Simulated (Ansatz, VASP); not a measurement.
# FeCo4 in VASP and in Ansatz

The input INCAR:

```
SYSTEM = FeCo4
PREC = Accurate
ENCUT = 520
EDIFF = 1E-7
ISMEAR = 0
SIGMA = 0.1
LREAL = .False.
LASPH = .True.
NELM = 150
ALGO = Normal
ISIF = 2
LWAVE = .False.
LCHARG = .False.
ISPIN = 2
MAGMOM = 2.88 1.89 1.89 1.89 1.89
LORBIT = 11
LMAXMIX = 4
GGA = PE
NBANDS = 34
```

File KPOINTS:

```
regular mesh
0
Gamma
  6 6 6
  0 0 0
```

The input POSCAR:

```
FeCo4
1.0
   -2.7979667000      2.7979667000      1.7729968000
    2.7979667000     -2.7979667000      1.7729968000
    2.7979667000      2.7979667000     -1.7729968000
Fe Co
1 4
Direct
    0.0000000000      0.0000000000      0.0000000000
    0.8022220000      0.4032380000      0.2054600000
    0.1977780000      0.5967620000      0.7945400000
    0.5967620000      0.8022220000      0.3989840000
    0.4032380000      0.1977780000      0.6010160000
```

Input for Ansatz:

```yaml
crystal:
  lattice:
    - [-2.7979667, 2.7979667, 1.7729968]
    - [2.7979667, -2.7979667, 1.7729968]
    - [2.7979667, 2.7979667, -1.7729968]
  atoms:
    - { symbol: Fe, position: [0.0, 0.0, 0.0], spin: 2.88 }
    - { symbol: Co, position: [0.802222, 0.403238, 0.20546], spin: 1.89 }
    - { symbol: Co, position: [0.197778, 0.596762, 0.79454], spin: 1.89 }
    - { symbol: Co, position: [0.596762, 0.802222, 0.398984], spin: 1.89 }
    - { symbol: Co, position: [0.403238, 0.197778, 0.601016], spin: 1.89 }
basis:
  ecutwfc: 420
kpoints:
  mp_grid: { grid: [6, 6, 6] }
hamiltonian:
  xc: pbe
scf:
  occupations: { method: gaussian, width: 0.1 }
  lower_state_search: "off"
output:
  forces: true
  stress: true
  eigenvalues: true
  populations: true
magnetization:
  spin_polarized: true
```

Alike in both runs: task single point; functional PBE; k mesh 6 × 6 × 6; occupations gaussian, width 0.1 eV; collinear spin.

```csv
,VASP,Ansatz
version,VASP 6.6.1,Ansatz 0.2.0
potentials or method,"VASP PAW PBE potentials, release 64 (Fe, Co), cutoff 520 eV","scalar-relativistic, plane waves, PAW"
valence electrons in the cell,44,84
```

```csv
,VASP,Ansatz,Ansatz less VASP
gap on the k mesh at the Fermi level (eV),none,none,-
pressure (GPa),-0.7,-0.1,+0.59
"traceless stress, the component that is largest in VASP (GPa)",0.30,0.33,+0.030
rms of the force components (eV/Å),0.009,0.004,-0.0046
net moment per atom (μB),1.83,1.83,+0.007
size of the moment on the site where the two differ most (μB),1.65,1.71,+0.063
```

Site moments also hang on the region over which each program counts them. Atom by atom the forces differ by 0.005 eV/Å (rms over components). A gap of «none» marks a metal or a gap that the smearing closes. VASP's potentials hold 44 valence electrons a cell and Ansatz's 84, so a difference there can come from the potentials and not from the codes.
